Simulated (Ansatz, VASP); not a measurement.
## One calculation of BN, two programs

```
B N
1.0
     2.56144    0.00000    0.00000
    -1.28072    2.21827    0.00000
     0.00000    0.00000    8.49055
B N
2 2
Cartesian
  0.0000 1.4788 2.1226
  1.2807 0.7394 6.3679
  1.2807 0.7394 2.1226
  0.0000 1.4788 6.3679
```

Alike in both runs: task single point; functional PBE; k mesh 9 × 9 × 4; no spin polarisation.

|  | VASP | Ansatz |
| --- | --- | --- |
| version | VASP 6.6.1 | Ansatz 0.2.0 |
| potentials or method | VASP PAW PBE potentials, release 64 (B, N) | plane waves, PAW |
| plane-wave cutoff (eV) | 520 | 420 |
| occupations | gaussian, width 0.01 eV | fixed |
| valence electrons in the cell | 16 | 16 |

|  | VASP | Ansatz | Ansatz less VASP |
| --- | --- | --- | --- |
| gap on the k mesh at the Fermi level (eV) | 4.39 | 4.39 | 0.000 |
| pressure (GPa) | -9.9 | -9.9 | -0.04 |
| traceless stress, the component that is largest in VASP (GPa) | 9.78 | 9.93 | +0.141 |
